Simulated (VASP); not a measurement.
# S (Fd-3m) in VASP: a series of runs

Runs on S. Level: LDA. Tasks: single point.

Program: VASP 6.6.1. These are calculated values, not measurements. Logs are shortened: lines on timing, memory, paths and dates and some standing lists are left out, and cuts for length are marked.

## 1. The cell of the first run

Symmetry: Fd-3m, No. 227, cubic system. The conventional cell has a = 5.337 Å, b = 5.337 Å, c = 5.337 Å, α = 90.00°, β = 90.00°, γ = 90.00°. S (site symmetry -43m) has 4 S at 2.31 Å within 3.1 Å.

## 2. Single point, LDA (volume scaled by 0.85)

File INCAR:

```
PREC = Accurate ; ENCUT = 520
EDIFF = 1E-6 ; ISMEAR = -1
SIGMA = 0.05 ; LREAL = F
LASPH = T ; NELM = 100
ALGO = Normal ; ISIF = 2
LWAVE = F ; LCHARG = F
GGA = CA ; NBANDS = 13
```

File KPOINTS:

```
regular mesh
0
Gamma
  13 13 13
```

File POSCAR:

```
S
1.0
    0.0000000000      2.6685654512      2.6685654512
    2.6685654512      0.0000000000      2.6685654512
    2.6685654512      2.6685654512      0.0000000000
S
2
Direct
   -0.1250000000     -0.1250000000     -0.1250000000
    0.1250000000      0.1250000000      0.1250000000
```

Potentials or basis: VASP PAW LDA potentials, release 64 (S).

The run is started by

```console
> cat potpaw_LDA.64/S/POTCAR > POTCAR
> mpirun -np 1 vasp_std > vasp.out
```

OUTCAR:

```text
PREC = Accurate
   ENCUT = 520
   EDIFF = 1E-6
   ISMEAR = -1
   LREAL = F
   LASPH = T
   NELM = 100
   ISIF = 2
   GGA = CA

 ion  position               nearest neighbor table
   1  0.875  0.875  0.875-   2 2.31   2 2.31   2 2.31   2 2.31
   2  0.125  0.125  0.125-   1 2.31   1 2.31   1 2.31   1 2.31

  LATTYP: Found a face centered cubic cell.
 ALAT       =     5.3371309024

  Lattice vectors:

 A1 = (   0.0000000000,   2.6685654512,   2.6685654512)
 A2 = (   2.6685654512,   0.0000000000,   2.6685654512)
 A3 = (   2.6685654512,   2.6685654512,   0.0000000000)

Analysis of symmetry for initial positions (statically):
=====================================================================
 Subroutine PRICEL returns:
 Original cell was already a primitive cell.

 Routine SETGRP: Setting up the symmetry group for a
 face centered cubic supercell.

 Subroutine GETGRP returns: Found 48 space group operations
 (whereof 12 operations were pure point group operations)
 out of a pool of 48 trial point group operations.

The static configuration has the point symmetry D_3d.
 The point group associated with its full space group is O_h .

Analysis of symmetry for dynamics (positions and initial velocities):
=====================================================================
 Subroutine PRICEL returns:
 Original cell was already a primitive cell.

 Routine SETGRP: Setting up the symmetry group for a
 face centered cubic supercell.

 Subroutine GETGRP returns: Found 48 space group operations
 (whereof 12 operations were pure point group operations)
 out of a pool of 48 trial point group operations.

The dynamic configuration has the point symmetry D_3d.
 The point group associated with its full space group is O_h .

 Subroutine INISYM returns: Found 48 space group operations
 (whereof 12 operations are pure point group operations),
 and found     1 'primitive' translations

----------------------------------------------------------------------------------------

                                     Primitive cell

  volume of cell :      38.0070

  direct lattice vectors                    reciprocal lattice vectors
     0.000000000  2.668565451  2.668565451    -0.187366587  0.187366587  0.187366587
     2.668565451  0.000000000  2.668565451     0.187366587 -0.187366587  0.187366587
     2.668565451  2.668565451  0.000000000     0.187366587  0.187366587 -0.187366587

  length of vectors
     3.773921453  3.773921453  3.773921453     0.324528448  0.324528448  0.324528448

  position of ions in fractional coordinates (direct lattice)
     0.875000000  0.875000000  0.875000000
[... 90 lines left out ...]
   NUPDOWN=      -1.0000    fix difference up-down
   EMIN   =  10.00;   EMAX   =-10.00  energy-range for DOS
   EFERMI =   0.00;   METHOD = LEGACY
   ISMEAR =    -1;   SIGMA  =   0.05  broadening in eV -4-tet -1-fermi 0-gaus
   EFERMI_NEDOS =   21; number of points for ismear=-14 and -15
   IALGO  =     38    algorithm
   IMIX   =      4    mixing-type and parameters
     AMIX     =   0.40;   BMIX     =  1.00
     AMIX_MAG =   1.60;   BMIX_MAG =  1.00
  volume/ion in A,a.u.               =      19.00       128.24
  Fermi-wavevector in a.u.,A,eV,Ry     =   1.114758  2.106588 16.907771  1.242686
  Thomas-Fermi vector in A             =   2.251356
   LORBIT       =      0    0 simple, 1 ext, 2 COOP (PROOUT), +10 PAW based schemes
   GGA     = CA    functional components
   LHFCALC =     F    Hartree Fock is set to
   AEXX    =    0.0000 exact exchange contribution
   IVDW    =     0    specifies the selected vdW correction
   LEPSILON=     F    determine dielectric tensor
   LRPA    =     F    only Hartree local field effects (RPA)
 non-spin polarized calculation
  energy-cutoff  :      520.00
  volume of cell :       38.01
 maximum number of plane-waves:      1036
   NGX = 13   NGY = 13   NGZ = 13

 number of electron      12.0000002 magnetization

 Free energy of the ion-electron system (eV)
  ---------------------------------------------------
  ext. energy  EPLUGINS =         0.00000000
  ---------------------------------------------------
  free energy    TOTEN  =        -7.33726915 eV

  energy without entropy =       -7.31933664  energy(sigma->0) =       -7.32830290

 E-fermi :   6.0352     XC(G=0): -10.1351

 val. band max:        6.0283739340   @ k =  -0.2308   0.3077   0.0769
 cond. band min:       6.0738145260   @ k =  -0.4615   0.0769   0.0000
 fundamental gap:      0.0454405919
 Fermi energy:         6.0352212859

 k-point     1 :       0.0000    0.0000    0.0000
  band No.  band energies     occupation
      1     -11.6723      2.00000
      2      -1.7563      2.00000
      3       1.2252      2.00000
      4       1.2252      2.00000
      5       1.2252      2.00000
      6       4.6835      2.00000
      7       4.6835      2.00000
      8       4.6835      2.00000
      9      11.4828      0.00000
     10      13.3080      0.00000
     11      13.3080      0.00000
     12      16.6315      0.00000
     13      16.6315      0.00000
[... 354 lines left out ...]
  band No.  band energies     occupation
      1      -9.9586      2.00000
      2      -6.3927      2.00000
      3      -0.7819      2.00000
      4      -0.0808      2.00000
      5       2.8498      2.00000
      6       5.6924      1.99790
      7       6.8322      0.00000
      8       8.2092      0.00000
      9      12.4688      0.00000
     10      13.4280      0.00000
     11      15.0120      0.00000
     12      16.1739      0.00000
     13      16.1936      0.00000

 [... further k-points ...]

------------------------ aborting loop because EDIFF is reached ----------------------------------------

  FORCE on cell =-STRESS in cart. coord.  units (eV):
  Direction    XX          YY          ZZ          XY          YZ          ZX
  --------------------------------------------------------------------------------------
  -------------------------------------------------------------------------------------
  Total        2.5964304      2.5964304      2.5964304     -0.0000000      0.0000000      0.0000000
  in kB      109.4519978    109.4519978    109.4519978     -0.0000000      0.0000000      0.0000000
  external PRESSURE =     109.4519978 kB  Pullay stress =       0.0000000 kB

 VOLUME and BASIS-vectors are now :
 -----------------------------------------------------------------------------
  energy-cutoff  :      520.00
  volume of cell :       38.01
      direct lattice vectors                 reciprocal lattice vectors
     0.000000000  2.668565451  2.668565451    -0.187366587  0.187366587  0.187366587
     2.668565451  0.000000000  2.668565451     0.187366587 -0.187366587  0.187366587
     2.668565451  2.668565451  0.000000000     0.187366587  0.187366587 -0.187366587

 POSITION                                       TOTAL-FORCE (eV/Angst)
 -----------------------------------------------------------------------------------
      4.66999      4.66999      4.66999         0.000000     -0.000000      0.000000
      0.66714      0.66714      0.66714        -0.000000      0.000000      0.000000
 -----------------------------------------------------------------------------------
    total drift:                                0.000000     -0.000000     -0.000000

  FREE ENERGIE OF THE ION-ELECTRON SYSTEM (eV)
  ---------------------------------------------------
  free  energy   TOTEN  =        -7.3372691518 eV

  energy  without entropy=       -7.3193366433  energy(sigma->0) =       -7.32830290
```

OSZICAR:

```text
N       E                     dE             d eps       ncg     rms          rms(c)
DAV:   1     0.434769251701E+02    0.43477E+02   -0.53616E+03  2184   0.799E+02
DAV:   2    -0.483135486147E+01   -0.48308E+02   -0.45263E+02  3073   0.140E+02
DAV:   3    -0.732690875263E+01   -0.24956E+01   -0.24648E+01  2834   0.316E+01
DAV:   4    -0.735164585765E+01   -0.24737E-01   -0.24725E-01  2602   0.381E+00
DAV:   5    -0.735202200027E+01   -0.37614E-03   -0.37612E-03  2882   0.466E-01    0.217E+01
DAV:   6    -0.734181733073E+01    0.10205E-01   -0.37651E-03  2664   0.376E-01    0.130E+01
DAV:   7    -0.733731529969E+01    0.45020E-02   -0.69460E-03  2729   0.516E-01    0.583E-02
DAV:   8    -0.733727389141E+01    0.41408E-04   -0.46549E-04  2629   0.145E-01    0.310E-02
DAV:   9    -0.733726938048E+01    0.45109E-05   -0.31930E-05  2824   0.334E-02    0.124E-02
DAV:  10    -0.733726915183E+01    0.22865E-06   -0.18171E-06  2336   0.805E-03
   1 F= -.73372692E+01 E0= -.73283029E+01  d E =-.179325E-01
```

stdout:

```text
POSCAR found type information on POSCAR S
 POSCAR found :  1 types and       2 ions
 scaLAPACK will be used
 LDA part: xc-table for (Slater(with rela. corr.)+CA(PZ))
 , standard interpolation
 POSCAR, INCAR and KPOINTS ok, starting setup
 FFT: planning ... GRIDC
 FFT: planning ... GRID_SOFT
 FFT: planning ... GRID
 WAVECAR not read
 entering main loop
```

It took 78 s on 1 thread of AMD EPYC 7R13, shared host; peak memory 0.12 GiB.

What came out:

```yaml
Free_energy: -7.3373 eV
Pressure: 10.9 GPa
Band_gap_on_the_k_mesh: zero (band 6 reaches 6.82 eV, above the bottom of band 7 at 4.68 eV)
```

Levels at points of the mesh, in eV from the Fermi level:
| k point | band 2 | band 3 | band 4 | band 5 | band 6 | band 7 | band 8 | band 9 | band 10 | band 11 |
| --- | --- | --- | --- | --- | --- | --- | --- | --- | --- | --- |
| (0.00, 0.00, 0.00) | -7.79 | -4.81 | -4.81 | -4.81 | -1.35 | -1.35 | -1.35 | 5.45 | 7.27 | 7.27 |

## 3. Single point, LDA (volume scaled by 0.85)

File INCAR:

```
ALGO     = Normal         # electronic algorithm
EDIFF    = 1E-7           # SCF threshold, eV
ENCUT    = 520            # plane-wave cutoff, eV
ISIF     = 2              # what is computed and relaxed
ISMEAR   = -1             # smearing method
LASPH    = True           # aspherical terms in the spheres
LCHARG   = False          # write CHGCAR
LREAL    = False          # projectors in reciprocal space
LWAVE    = False          # write WAVECAR
NBANDS   = 13             # bands
NELM     = 80             # most SCF steps
PREC     = Accurate       # precision mode
SIGMA    = 0.05           # smearing width, eV
```

File KPOINTS:

```
k-points
0
Gamma
  13 13 13
```

POSCAR is that of step 2.

Potentials or basis: VASP PAW LDA potentials, release 64 (S).

The run is started by

```console
> cat potpaw_LDA.64/S/POTCAR > POTCAR
> mpirun -np 1 vasp_std > vasp.out
```

Run time: 54 s. Hardware: 1 thread of AMD EPYC 7R13, shared host; peak memory 0.12 GiB.

The run converged. Its results:

* Free energy: -7.3373 eV
* Pressure: 10.9 GPa
* Band gap on the k mesh: zero (band 6 reaches 6.82 eV, above the bottom of band 7 at 4.68 eV)

Levels at points of the mesh, in eV from the Fermi level:
| k point | band 2 | band 3 | band 4 | band 5 | band 6 | band 7 | band 8 | band 9 | band 10 | band 11 |
| --- | --- | --- | --- | --- | --- | --- | --- | --- | --- | --- |
| (0.00, 0.00, 0.00) | -7.79 | -4.81 | -4.81 | -4.81 | -1.35 | -1.35 | -1.35 | 5.45 | 7.27 | 7.27 |

## 4. Single point, LDA (volume scaled by 0.95)

File INCAR:

```
PREC = Accurate
ENCUT = 520
EDIFF = 1E-7
ISMEAR = -1
SIGMA = 0.05
LREAL = False
LASPH = True
NELM = 100
ALGO = Normal
ISIF = 2
LWAVE = False
LCHARG = True
LELF = True
LVHAR = True
NBANDS = 13
```

File KPOINTS:

```
Automatic mesh
0
Gamma
  13 13 13
```

File POSCAR:

```
S
1.0
    0.0000000000      2.7693600248      2.7693600248
    2.7693600248      0.0000000000      2.7693600248
    2.7693600248      2.7693600248      0.0000000000
S
2
Direct
   -0.1250000000     -0.1250000000     -0.1250000000
    0.1250000000      0.1250000000      0.1250000000
```

The run is started by

```console
> cat potpaw_LDA.64/S/POTCAR > POTCAR
> mpirun -np 1 vasp_std > vasp.out
```

Wall time 83 s (1 thread of AMD EPYC 7R13, shared host); peak memory 0.13 GiB.

It converged, with:

- Free energy: -7.5235 eV
- Pressure: 2.9 GPa
- Band gap on the k mesh: zero (band 6 reaches 5.18 eV, above the bottom of band 7 at 3.57 eV)

Levels at points of the mesh, in eV from the Fermi level:
```
           k point  band 4  band 5  band 6  band 7  band 8  band 9
(0.00, 0.00, 0.00)   -4.35   -4.35   -1.15   -1.15   -1.15    5.30
```
